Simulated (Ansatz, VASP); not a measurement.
ZrTi2B3: VASP beside Ansatz

```
Zr Ti B
1.0
     4.95042    0.00000    0.00000
    -2.47521    4.28719    0.00000
     0.00000    0.00000    3.52844
Zr Ti B
1 2 3
Direct
  0.00000 0.00000 0.53155
  0.66667 0.33333 0.03252
  0.33333 0.66667 0.03252
  0.50000 0.50000 0.53235
  0.50000 0.00000 0.53235
  0.00000 0.50000 0.53235
```

Change from the starting cell: species swapped into the ErCo3Ge2 type (P6mm, No. 183).

Alike in both runs: functional PBE; k mesh 4 × 4 × 5; occupations gaussian, width 0.2 eV; no spin polarisation.

Ansatz relaxed the structure, and its values are those at the end. VASP's run is a single point on that final structure, the one shown.

```csv
,VASP,Ansatz
version,VASP 6.6.1,Ansatz 0.2.0
potentials or method,"VASP PAW PBE potentials, release 64 (Zr_sv, Ti_sv, B), cutoff 520 eV","scalar-relativistic, plane waves, PAW"
valence electrons in the cell,45,45
```

|  | VASP | Ansatz | Ansatz less VASP |
| --- | --- | --- | --- |
| gap on the k mesh at the Fermi level (eV) | none | none | - |
| pressure (GPa) | 0.4 | 0.3 | -0.02 |
| rms of the force components (eV/Å) | 0.003 | 0.003 | 0.0000 |

A gap of «none» marks a metal or a gap that the smearing closes. The functional is the same, so the differences come from potentials, cutoffs and numerics.

The k mesh is coarse, so the values compare programs but aren't converged.
